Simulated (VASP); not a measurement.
# CoSi (CsCl type) (Pm-3m) in VASP: a series of runs, part 2 of 2

VASP 6.6.1. Earlier steps stand in the parts before.

## 3. Relaxation of cell and atoms, PBE, target pressure 34 GPa, at which the enthalpy is minimised

This run uses another cell than the first one, of 10.34 Å³/atom, 1.086 times its volume.

The input, INCAR:

```
  ALGO = Normal
  EDIFF = 1E-7
  EDIFFG = -0.005
  ENCUT = 600
  GGA = PE
  IBRION = 2
  ISIF = 3
  ISMEAR = -1
  LASPH = T
  LCHARG = F
  LREAL = F
  LWAVE = F
  NELM = 80
  NSW = 60
  PREC = Accurate
  PSTRESS = 340.0
  SIGMA = 0.1
```

The input, KPOINTS:

```
k-points
0
Gamma
  15 15 15
```

The input, POSCAR:

```
CoSi
1.0
    2.7449315121      0.0000000000      0.0000000000
    0.0000000000      2.7449315121      0.0000000000
    0.0000000000      0.0000000000      2.7449315121
Co Si
1 1
Direct
    0.0000000000      0.0000000000      0.0000000000
    0.5000000000      0.5000000000      0.5000000000
```

Potentials or basis: VASP PAW PBE potentials, release 64 (Co, Si).

The run is started by

```bash
$ cat potpaw_PBE.64/Co/POTCAR potpaw_PBE.64/Si/POTCAR > POTCAR
$ mpirun -np 1 vasp_std > vasp.out
```

OUTCAR:

```text
EDIFF = 1E-7
   EDIFFG = -0.005
   ENCUT = 600
   GGA = PE
   IBRION = 2
   ISIF = 3
   ISMEAR = -1
   LASPH = T
   LREAL = F
   NELM = 80
   NSW = 60
   PREC = Accurate
   PSTRESS = 340.0

 ion  position               nearest neighbor table
   1  0.000  0.000  0.000-   2 2.38   2 2.38   2 2.38   2 2.38   2 2.38   2 2.38   2 2.38   2 2.38

   2  0.500  0.500  0.500-   1 2.38   1 2.38   1 2.38   1 2.38   1 2.38   1 2.38   1 2.38   1 2.38

  LATTYP: Found a simple cubic cell.
 ALAT       =     2.7449315121

  Lattice vectors:

 A1 = (   2.7449315121,   0.0000000000,   0.0000000000)
 A2 = (   0.0000000000,   2.7449315121,   0.0000000000)
 A3 = (   0.0000000000,   0.0000000000,   2.7449315121)

Analysis of symmetry for initial positions (statically):
=====================================================================
[... 410 lines left out ...]

 E-fermi :  14.8721     XC(G=0): -13.5751

 val. band max:       14.8490552998   @ k =   0.3333   0.2000   0.0000
 cond. band min:      14.9146854794   @ k =   0.2667   0.0000   0.0000
 fundamental gap:      0.0656301796
 Fermi energy:        14.8721222446

 k-point     1 :       0.0000    0.0000    0.0000
  band No.  band energies     occupation
      1      -0.4830      2.00000
      2      10.3648      2.00000
      3      10.3648      2.00000
      4      13.3761      2.00000
      5      13.3761      2.00000
      6      13.3761      2.00000
      7      18.2825      0.00000
      8      18.2825      0.00000
      9      18.2825      0.00000
     10      22.8130      0.00000
[... 287 lines left out ...]
 k-point    24 :       0.3333    0.2000    0.0000
  band No.  band energies     occupation
      1       2.5174      2.00000
      2       8.2734      2.00000
      3      10.5645      2.00000
      4      11.8377      2.00000
      5      12.3018      2.00000
      6      13.0383      2.00000
      7      14.8491      1.11483
      8      17.9278      0.00000
      9      22.3508      0.00000
     10      22.6979      0.00000

 [... further k-points ...]
[... 5 lines left out ...]
  --------------------------------------------------------------------------------------
  -------------------------------------------------------------------------------------
  Total        4.0409764      4.0409764      4.0409764      0.0000000     -0.0000000      0.0000000
  in kB      340.1220592    340.1220592    340.1220592      0.0000000     -0.0000000      0.0000000
  external PRESSURE =       0.1220592 kB  Pullay stress =     340.0000000 kB
[... 21 lines left out ...]
  energy  without entropy=      -13.0097927834  energy(sigma->0) =      -13.03798022

  enthalpy is  TOTEN    =        -9.0266414393 eV   P V=        4.0395262079

 reached required accuracy - stopping structural energy minimisation
```

OSZICAR:

```text
N       E                     dE             d eps       ncg     rms          rms(c)
DAV:   1     0.494848908195E+02    0.49485E+02   -0.65069E+03  2416   0.156E+03
DAV:   2    -0.124945090116E+02   -0.61979E+02   -0.58965E+02  2402   0.235E+02
DAV:   3    -0.146797635217E+02   -0.21853E+01   -0.20908E+01  2878   0.527E+01
[... 65 lines left out ...]
DAV:   3    -0.130661835256E+02    0.84079E-03   -0.52162E-03  2804   0.131E+00    0.391E-02
DAV:   4    -0.130661681006E+02    0.15425E-04   -0.55238E-05  2536   0.884E-02    0.692E-03
DAV:   5    -0.130661677744E+02    0.32625E-06   -0.19220E-06  3568   0.189E-02    0.375E-03
DAV:   6    -0.130661676738E+02    0.10063E-06   -0.21648E-07  1270   0.543E-03    0.504E-04
DAV:   7    -0.130661676472E+02    0.26546E-07   -0.33180E-08  1200   0.330E-03
   7 F= -.90266414E+01 E0= -.89984540E+01  d E =-.148486E-04
```

CONTCAR:

```text
CoSi
   1.00000000000000
     2.6700580191586520   -0.0000000000000000   -0.0000000000000000
     0.0000000000000000    2.6700580191586520    0.0000000000000000
    -0.0000000000000000   -0.0000000000000000    2.6700580191586520
  Co              Si
     1     1
Direct
     0.0000000000000000    0.0000000000000000    0.0000000000000000
     0.5000000000000000    0.5000000000000000    0.5000000000000000

  0.00000000E+00  0.00000000E+00  0.00000000E+00
  0.00000000E+00  0.00000000E+00  0.00000000E+00
```

It took 58 s on 1 thread of Intel Xeon Platinum 8375C at 2.90GHz (Ice Lake), shared host; peak memory 0.17 GiB.

What came out:

| Quantity | Value |
| --- | --- |
| Free energy | -13.0662 eV |
| Relaxed volume | 9.52 Å³/atom |
| Relaxed cell | a = 2.670 Å, b = 2.670 Å, c = 2.670 Å, α = 90.00°, β = 90.00°, γ = 90.00° |
| Space group after relaxing (to 0.05 Å) | Pm-3m (No. 221) |
| Energy change on relaxing (the enthalpy is what falls) | +104.8 meV/atom |
| Ionic steps | 7 |
| Pressure after relaxing | 34.0 GPa |

Step by step:
```csv
step,energy change (eV),largest force (eV/Å),pressure (GPa),volume (Å³)
1,0.0000,0.0000,8.70,20.68
2,1.4655,0.0000,117.72,16.17
3,0.1929,0.0000,32.50,19.12
4,0.2062,0.0000,33.72,19.05
5,0.2130,0.0000,34.34,19.02
6,0.2027,0.0000,33.37,19.07
7,0.2096,0.0000,34.01,19.04
```

Final structure:
```cif
data_structure
_symmetry_space_group_name_H-M 'P 1'
_symmetry_Int_Tables_number 1
_cell_length_a 2.6701
_cell_length_b 2.6701
_cell_length_c 2.6701
_cell_angle_alpha 90.000
_cell_angle_beta 90.000
_cell_angle_gamma 90.000
_cell_volume 19.04
loop_
_atom_site_label
_atom_site_type_symbol
_atom_site_fract_x
_atom_site_fract_y
_atom_site_fract_z
_atom_site_occupancy
Co1 Co 0.00000 0.00000 0.00000 1
Si1 Si 0.50000 0.50000 0.50000 1
```

Caveat: the cell is relaxed towards a set pressure, so the enthalpy falls and the energy may rise.

## 4. Single point, PBE

The input, INCAR:

```
PREC     = Accurate       # precision mode
ENCUT    = 520            # plane-wave cutoff, eV
EDIFF    = 1E-6           # SCF threshold, eV
ISMEAR   = -1             # smearing method
SIGMA    = 0.1            # smearing width, eV
LREAL    = False          # projectors in reciprocal space
LASPH    = True           # aspherical terms in the spheres
NELM     = 80             # most SCF steps
ALGO     = Normal         # electronic algorithm
ISIF     = 2              # what is computed and relaxed
LWAVE    = False          # write WAVECAR
LCHARG   = True           # write CHGCAR
GGA      = PE             # functional
LELF     = True           # ELF
LVHAR    = True         
NBANDS   = 14             # bands
```

The input, KPOINTS:

```
regular mesh
0
Gamma
  15 15 15
```

The input, POSCAR:

```
CoSi
1.0
    2.6701906077      0.0000000000      0.0000000000
    0.0000000000      2.6701906077      0.0000000000
    0.0000000000      0.0000000000      2.6701906077
Co Si
1 1
Direct
    0.0000000000      0.0000000000      0.0000000000
    0.5000000000      0.5000000000      0.5000000000
```

The run is started by

```bash
$ cat potpaw_PBE.64/Co/POTCAR potpaw_PBE.64/Si/POTCAR > POTCAR
$ mpirun -np 1 vasp_std > vasp.out
```

Run time: 10 s. Hardware: 1 thread of Intel Xeon 6975P-C (Granite Rapids), shared host; peak memory 0.14 GiB.

It converged, with:

```yaml
Free_energy: -13.0662 eV
Pressure: 34.0 GPa
```

Levels at points of the mesh, in eV from the Fermi level:
```tsv
k point	band 4	band 5	band 6	band 7	band 8	band 9
(0.00, 0.00, 0.00)	-1.50	-1.50	-1.50	3.41	3.41	3.41
```

Spin polarisation is off, so any magnetic state and its effect on volume and gap are missing.

## 5. Single point, PBE

The input, INCAR:

```
  ALGO = Normal
  EDIFF = 1E-6
  ENCUT = 520
  GGA = PE
  ISIF = 2
  ISMEAR = -1
  LASPH = True
  LCHARG = False
  LREAL = False
  LWAVE = False
  NBANDS = 14
  NELM = 60
  PREC = Accurate
  SIGMA = 0.1
```

The input, KPOINTS:

```
k-points
0
Gamma
  15 15 15
```

The input, POSCAR:

```
CoSi
1.0
    2.6702571414      0.0000000000      0.0000000000
    0.0000000000      2.6702571414      0.0000000000
    0.0000000000      0.0000000000      2.6702571414
Co Si
1 1
Direct
    0.0000000000      0.0000000000      0.0000000000
    0.5000000000      0.5000000000      0.5000000000
```

The run is started by

```bash
$ cat potpaw_PBE.64/Co/POTCAR potpaw_PBE.64/Si/POTCAR > POTCAR
$ mpirun -np 1 vasp_std > vasp.out
```

Wall time 10 s (1 thread of Intel Xeon 6975P-C (Granite Rapids), shared host); peak memory 0.14 GiB.

The run converged. Its results:

```
Free energy : -13.0665 eV
Pressure    : 34.0 GPa
```

Levels at points of the mesh, in eV from the Fermi level:
| k point | band 2 | band 3 | band 4 | band 5 | band 6 | band 7 | band 8 | band 9 | band 10 | band 11 |
| --- | --- | --- | --- | --- | --- | --- | --- | --- | --- | --- |
| (0.00, 0.00, 0.00) | -4.51 | -4.51 | -1.50 | -1.50 | -1.50 | 3.41 | 3.41 | 3.41 | 7.94 | 7.94 |

## 6. Overview

```tsv
task	cell	cutoff (eV)	gap on the mesh (eV)	pressure (GPa)
relaxation of cell and atoms	relaxed to 34 GPa from a = 2.670 Å, 2 atoms	600	none	33.9
relaxation of cell and atoms	relaxed to 34 GPa from a = 2.745 Å, 2 atoms	600	none	34.0
single point	a = 2.670 Å, 2 atoms	520	none	34.0
```

Alike in all rows: level PBE; potentials or basis VASP PAW PBE potentials, release 64 (Co, Si); no spin polarisation; k mesh 15 × 15 × 15; smearing fermi-dirac 0.1 eV.

Caveats: the cell is relaxed towards a set pressure, so the enthalpy falls and the energy may rise (some runs); the relaxation stopped at its first step, so nothing moved (some runs).

Absolute energies hang on the potentials; compare differences alone.
